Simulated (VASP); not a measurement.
Set up this calculation in VASP 6.6.1, as the native input.

* Task: single point
* Functional: r2SCAN
* Potentials or basis: VASP PAW PBE potentials, release 64 (P, In_d, Bi_d)
* Cutoff: 520 eV
* k mesh: 6 × 6 × 4
* Occupations: fermi-dirac, width 0.02 eV
* Spin: no spin polarisation
* Dipole correction: no
* Further INCAR settings: ALGO = Normal; EDIFF = 1e-06; NBANDS = 31

Crystal: In2BiP.

```
P In Bi
1.0
     4.45895    0.00000    0.00000
     0.00000    4.45895    0.00000
     0.00000    0.00000    6.36747
P In Bi
1 2 1
Cartesian
  0.0000 0.0000 0.0000
  0.0000 2.2295 4.9757
  2.2295 0.0000 1.3918
  2.2295 2.2295 3.1837
```

The input as run:

POSCAR

```
In2BiP
1.0
    4.4589491389      0.0000000000      0.0000000000
    0.0000000000      4.4589491389      0.0000000000
    0.0000000000      0.0000000000      6.3674688206
P In Bi
1 2 1
Direct
    0.0000000000      0.0000000000      0.0000000000
    0.0000000000      0.5000000000      0.7814219074
    0.5000000000      0.0000000000      0.2185780926
    0.5000000000      0.5000000000      0.5000000000
```

INCAR.step1

```
ALGO = Normal
EDIFF = 1E-4
ENCUT = 520
GGA = PE
ISMEAR = -1
LASPH = True
LCHARG = False
LREAL = False
LWAVE = True
NBANDS = 31
NELM = 80
PREC = Accurate
SIGMA = 0.02
```

INCAR.step2

```
ALGO = Normal
EDIFF = 1E-6
ENCUT = 520
ISIF = 2
ISMEAR = -1
ISTART = 1
LASPH = True
LCHARG = False
LMIXTAU = True
LREAL = False
LWAVE = False
METAGGA = R2SCAN
NBANDS = 31
NELM = 80
PREC = Accurate
SIGMA = 0.02
```

KPOINTS

```
k-points
0
Gamma
  6 6 4
```

Potentials or basis: VASP PAW PBE potentials, release 64 (P, In_d, Bi_d).

Run with:

```console
$ cat potpaw_PBE.64/P/POTCAR potpaw_PBE.64/In_d/POTCAR potpaw_PBE.64/Bi_d/POTCAR > POTCAR
$ cp INCAR.step1 INCAR
$ mpirun -np 1 vasp_std > vasp.out
$ cp INCAR.step2 INCAR
$ mpirun -np 1 vasp_std > vasp.out
```

Results of the run:

```yaml
Pressure: -0.1 GPa
Band_gap_on_the_k_mesh: zero (filled and empty bands touch)
```

Caveat: the PAW data sets were made with another functional, which shifts forces and pressure a little; spin-orbit coupling is left out, which moves the levels of the heavy elements.

Run time: 4.5 min on 1 thread of AMD EPYC 9R45 96-Core Processor (Zen 5) (shared host), peak memory 0.29 GiB.
